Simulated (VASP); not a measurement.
# Al2Cu (I4/mmm) in VASP: notebook

Al2Cu is run at these levels: PBE; tasks: single point.

Everything below comes from runs of VASP 6.6.1. Logs are shortened: lines on timing, memory, paths and dates and some standing lists are left out, and cuts for length are marked.

**1. The cell of the first run**

It takes space group I4/mmm (No. 139, tetragonal). The conventional cell has a = 3.898 Å, b = 3.898 Å, c = 5.783 Å, α = 90.00°, β = 90.00°, γ = 90.00°. Al (site symmetry -4m2) has 4 Cu at 2.43 Å and 6 Al at 2.76 to 2.89 Å within 3.2 Å. Within 3.2 Å of Cu (site symmetry 4/mmm) lie 8 Al at 2.43 Å.

**2. Single point, PBE**

File INCAR:

```
PREC = Accurate
ENCUT = 520
EDIFF = 1E-6
ISMEAR = 0
SIGMA = 0.15
LREAL = False
LASPH = True
NELM = 100
ALGO = Fast
ISIF = 2
LWAVE = False
LCHARG = True
GGA = PE
LELF = True
LVHAR = True
NBANDS = 16
```

File KPOINTS:

```
Automatic mesh
0
Gamma
  14 14 14
```

File POSCAR:

```
Al2Cu
1.0
   -1.9491751977      1.9491751977      2.8914013846
    1.9491751977     -1.9491751977      2.8914013846
    1.9491751977      1.9491751977     -2.8914013846
Al Cu
2 1
Direct
    0.7500000000      0.2500000000      0.5000000000
    0.2500000000      0.7500000000      0.5000000000
    0.5000000000      0.5000000000      0.0000000000
```

Potentials or basis: VASP PAW PBE potentials, release 64 (Al, Cu).

Started as:

```sh
$ cat potpaw_PBE.64/Al/POTCAR potpaw_PBE.64/Cu/POTCAR > POTCAR
$ mpirun -np 1 vasp_std > vasp.out
```

OUTCAR:

```text
PREC = Accurate
   ENCUT = 520
   EDIFF = 1E-6
   ISMEAR = 0
   LREAL = False
   LASPH = True
   NELM = 100
   ISIF = 2
   GGA = PE

 ion  position               nearest neighbor table
   1  0.750  0.250  0.500-   3 2.43   3 2.43   3 2.43   3 2.43   2 2.76   2 2.76   2 2.76   2 2.76
                             2 2.89   2 2.89
   2  0.250  0.750  0.500-   3 2.43   3 2.43   3 2.43   3 2.43   1 2.76   1 2.76   1 2.76   1 2.76
                             1 2.89   1 2.89
   3  0.500  0.500  0.000-   2 2.43   1 2.43   1 2.43   2 2.43   1 2.43   2 2.43   2 2.43   1 2.43

  LATTYP: Found a body centered tetragonal cell.
 ALAT       =     3.8983503954
 C/A-ratio  =     1.4833973816

  Lattice vectors:

 A1 = (  -1.9491751977,   1.9491751977,   2.8914013846)
 A2 = (   1.9491751977,  -1.9491751977,   2.8914013846)
 A3 = (   1.9491751977,   1.9491751977,  -2.8914013846)

Analysis of symmetry for initial positions (statically):
=====================================================================
 Subroutine PRICEL returns:
 Original cell was already a primitive cell.

 Routine SETGRP: Setting up the symmetry group for a
 body centered tetragonal supercell.

 Subroutine GETGRP returns: Found 16 space group operations
 (whereof 16 operations were pure point group operations)
 out of a pool of 16 trial point group operations.

The static configuration has the point symmetry D_4h.

Analysis of symmetry for dynamics (positions and initial velocities):
=====================================================================
 Subroutine PRICEL returns:
 Original cell was already a primitive cell.

 Routine SETGRP: Setting up the symmetry group for a
 body centered tetragonal supercell.

 Subroutine GETGRP returns: Found 16 space group operations
 (whereof 16 operations were pure point group operations)
 out of a pool of 16 trial point group operations.

The dynamic configuration has the point symmetry D_4h.

 Subroutine INISYM returns: Found 16 space group operations
 (whereof 16 operations are pure point group operations),
 and found     1 'primitive' translations

----------------------------------------------------------------------------------------

                                     Primitive cell

  volume of cell :      43.9410

  direct lattice vectors                    reciprocal lattice vectors
    -1.949175198  1.949175198  2.891401385     0.000000000  0.256518758  0.172926527
[... 91 lines left out ...]
   NSW    =      0    number of steps for IOM
   IBRION =     -1    ionic relax: 0-MD 1-quasi-New 2-CG
   NFREE  =      0    steps in history (QN), initial steepest desc. (CG)
   ISIF   =      2    stress and relaxation
   ISYM   =      2    0-nonsym 1-usesym 2-fastsym
   POTIM  = 0.5000    time-step for ionic-motion
   TEBEG  =    0.0;   TEEND  =   0.0 temperature during run
   PSTRESS=    0.0 pullay stress
   NELECT =      17.0000    total number of electrons
   NUPDOWN=      -1.0000    fix difference up-down
   EMIN   =  10.00;   EMAX   =-10.00  energy-range for DOS
   EFERMI =   0.00;   METHOD = LEGACY
   ISMEAR =     0;   SIGMA  =   0.15  broadening in eV -4-tet -1-fermi 0-gaus
   EFERMI_NEDOS =   21; number of points for ismear=-14 and -15
   IALGO  =     68    algorithm
   IMIX   =      4    mixing-type and parameters
     AMIX     =   0.40;   BMIX     =  1.00
     AMIX_MAG =   1.60;   BMIX_MAG =  1.00
  volume/ion in A,a.u.               =      14.65        98.84
  Fermi-wavevector in a.u.,A,eV,Ry     =   1.192892  2.254239 19.360970  1.422991
  Thomas-Fermi vector in A             =   2.328919
   LORBIT       =      0    0 simple, 1 ext, 2 COOP (PROOUT), +10 PAW based schemes
   GGA     = PE    functional components
   LHFCALC =     F    Hartree Fock is set to
   AEXX    =    0.0000 exact exchange contribution
   IVDW    =     0    specifies the selected vdW correction
   LEPSILON=     F    determine dielectric tensor
   LRPA    =     F    only Hartree local field effects (RPA)
 non-spin polarized calculation
 RMM-DIIS sequential band-by-band and
 Gauss-broadening in eV      SIGMA  =   0.15
  energy-cutoff  :      520.00
  volume of cell :       43.94
 maximum number of plane-waves:      1203
 NGX is ok and might be reduce to    30
   NGX = 15   NGY = 15   NGZ = 15

 number of electron      16.9999998 magnetization

 Free energy of the ion-electron system (eV)
  ---------------------------------------------------
  ext. energy  EPLUGINS =         0.00000000
  ---------------------------------------------------
  free energy    TOTEN  =       -11.58008128 eV

  energy without entropy =      -11.57045788  energy(sigma->0) =      -11.57526958

 E-fermi :   7.8913     XC(G=0): -10.8064

 val. band max:        7.8900218461   @ k =  -0.1429   0.5000   0.1429
 cond. band min:       7.8932338538   @ k =   0.2857   0.1429   0.0714
 fundamental gap:      0.0032120076
 Fermi energy:         7.8913201527

 k-point     1 :       0.0000    0.0000    0.0000
  band No.  band energies     occupation
      1      -2.8453      2.00000
      2       2.9928      2.00000
      3       2.9928      2.00000
      4       3.0382      2.00000
      5       3.5577      2.00000
      6       3.6472      2.00000
[... 433 lines left out ...]
      3       3.0784      2.00000
      4       3.2204      2.00000
      5       3.5283      2.00000
      6       3.6718      2.00000
[... 8 lines left out ...]
     15      15.8479      0.00000
     16      19.0366      0.00000

 [... further k-points ...]

------------------------ aborting loop because EDIFF is reached ----------------------------------------

  FORCE on cell =-STRESS in cart. coord.  units (eV):
  Direction    XX          YY          ZZ          XY          YZ          ZX
  --------------------------------------------------------------------------------------
  -------------------------------------------------------------------------------------
  Total        3.6450412      3.6450412      2.2527317      0.0000000     -0.0000000      0.0000000
  in kB      132.9054809    132.9054809     82.1390952      0.0000000     -0.0000000      0.0000000
  external PRESSURE =     115.9833523 kB  Pullay stress =       0.0000000 kB

 VOLUME and BASIS-vectors are now :
 -----------------------------------------------------------------------------
  energy-cutoff  :      520.00
  volume of cell :       43.94
      direct lattice vectors                 reciprocal lattice vectors
    -1.949175198  1.949175198  2.891401385     0.000000000  0.256518758  0.172926527
     1.949175198 -1.949175198  2.891401385     0.256518758  0.000000000  0.172926527
     1.949175198  1.949175198 -2.891401385     0.256518758  0.256518758  0.000000000

 POSITION                                       TOTAL-FORCE (eV/Angst)
 -----------------------------------------------------------------------------------
     -0.00000      1.94918      1.44570        -0.000000      0.000000      0.000000
      1.94918     -0.00000      1.44570         0.000000     -0.000000     -0.000000
      0.00000      0.00000      2.89140        -0.000000     -0.000000     -0.000000
 -----------------------------------------------------------------------------------
    total drift:                                0.000000     -0.000000      0.000000

  FREE ENERGIE OF THE ION-ELECTRON SYSTEM (eV)
  ---------------------------------------------------
  free  energy   TOTEN  =       -11.5800812756 eV

  energy  without entropy=      -11.5704578839  energy(sigma->0) =      -11.57526958
```

OSZICAR:

```text
N       E                     dE             d eps       ncg     rms          rms(c)
DAV:   1     0.633379557425E+02    0.63338E+02   -0.68885E+03  7840   0.115E+03
DAV:   2    -0.114595608757E+02   -0.74798E+02   -0.66339E+02  8408   0.205E+02
DAV:   3    -0.140500421541E+02   -0.25905E+01   -0.25392E+01 10664   0.428E+01
DAV:   4    -0.141053892422E+02   -0.55347E-01   -0.55326E-01  9144   0.534E+00
DAV:   5    -0.141081483515E+02   -0.27591E-02   -0.27591E-02 12296   0.134E+00    0.155E+01
RMM:   6    -0.160987945304E+02   -0.19906E+01   -0.38551E+01  9835   0.949E+01    0.129E+01
RMM:   7    -0.116460348968E+02    0.44528E+01   -0.10837E+01  8978   0.524E+01    0.149E+00
RMM:   8    -0.115899014133E+02    0.56133E-01   -0.64701E-01  8499   0.127E+01    0.889E-01
RMM:   9    -0.115793087228E+02    0.10593E-01   -0.73059E-02  9609   0.157E+00    0.121E-01
RMM:  10    -0.115805555940E+02   -0.12469E-02   -0.68164E-03 10593   0.869E-01    0.173E-01
RMM:  11    -0.115808028680E+02   -0.24727E-03   -0.52518E-03  9944   0.104E+00    0.212E-01
RMM:  12    -0.115800357423E+02    0.76713E-03   -0.15285E-03  9828   0.617E-01    0.159E-02
RMM:  13    -0.115800751163E+02   -0.39374E-04   -0.40776E-04 11344   0.143E-01    0.189E-02
RMM:  14    -0.115800818294E+02   -0.67131E-05   -0.55532E-05 11510   0.602E-02    0.332E-02
RMM:  15    -0.115800836952E+02   -0.18657E-05   -0.22459E-05  9739   0.657E-02    0.279E-02
RMM:  16    -0.115800811644E+02    0.25307E-05   -0.77398E-06  9552   0.475E-02    0.250E-02
RMM:  17    -0.115800812756E+02   -0.11113E-06   -0.16201E-06  6635   0.102E-02
   1 F= -.11580081E+02 E0= -.11575270E+02  d E =-.962339E-02
```

stdout:

```text
POSCAR found type information on POSCAR AlCu
 POSCAR found :  2 types and       3 ions
 scaLAPACK will be used
 LDA part: xc-table for (Slater+PW92), standard interpolation
 POSCAR, INCAR and KPOINTS ok, starting setup
 FFT: planning ... GRIDC
 FFT: planning ... GRID_SOFT
 FFT: planning ... GRID
 WAVECAR not read
 entering main loop
```

It took 6 min on 1 thread of Intel Xeon Platinum 8375C at 2.90GHz (Ice Lake), shared host; peak memory 0.29 GiB.

Results:

| Property | Result |
| --- | --- |
| Free energy | -11.5801 eV |
| Pressure | 11.6 GPa |
| Band gap on the k mesh | zero (an odd number of electrons rules out a gap without spin polarisation) |

Stress tensor (GPa, compression positive):
```
13.29  0.00  0.00
 0.00 13.29  0.00
 0.00  0.00  8.21
```

Caveat: the cell stands under pressure.

**3. Single point, PBE**

This run uses another cell than the first one, of 14.86 Å³/atom.

File INCAR:

```
  ALGO = Fast
  EDIFF = 1E-6
  ENCUT = 520
  GGA = PE
  ISIF = 2
  ISMEAR = 0
  LASPH = True
  LCHARG = True
  LELF = True
  LREAL = False
  LVHAR = True
  LWAVE = False
  NBANDS = 16
  NELM = 100
  PREC = Accurate
  SIGMA = 0.15
```

File KPOINTS:

```
k-points
0
Gamma
  14 14 14
```

File POSCAR:

```
Al2Cu
1.0
   -1.9969049054      1.9969049054      2.7950000000
    1.9969049054     -1.9969049054      2.7950000000
    1.9969049054      1.9969049054     -2.7950000000
Al Cu
2 1
Direct
    0.7500000000      0.2500000000      0.5000000000
    0.2500000000      0.7500000000      0.5000000000
    0.5000000000      0.5000000000      0.0000000000
```

Potentials or basis: VASP PAW PBE potentials, release 64 (Al, Cu).

Started as:

```sh
$ cat potpaw_PBE.64/Al/POTCAR potpaw_PBE.64/Cu/POTCAR > POTCAR
$ mpirun -np 1 vasp_std > vasp.out
```

Wall time 5.8 min (1 thread of Intel Xeon Platinum 8375C at 2.90GHz (Ice Lake), shared host); peak memory 0.3 GiB.

It converged, with:

| Item | Value |
| --- | --- |
| Free energy | -11.6437 eV |
| Pressure | 9.4 GPa |
| Band gap on the k mesh | zero (an odd number of electrons rules out a gap without spin polarisation) |

Stress tensor (GPa, compression positive):
```
 9.04  0.00  0.00
 0.00  9.04  0.00
 0.00  0.00 10.21
```

Levels at points of the mesh, in eV from the Fermi level:
```tsv
k point	band 7	band 8	band 9	band 10	band 11	band 12
(0.00, 0.00, 0.00)	2.91	2.91	2.99	3.03	3.15	3.15
(0.50, 0.00, 0.00)	-4.16	0.57	0.66	3.01	3.07	4.23
(0.50, 0.50, 0.00)	-3.93	-2.11	-2.03	0.62	1.54	9.17
(0.50, 0.50, 0.50)	-3.89	-2.15	-2.15	0.49	1.48	9.18
```

Caveat: the cell stands under pressure.
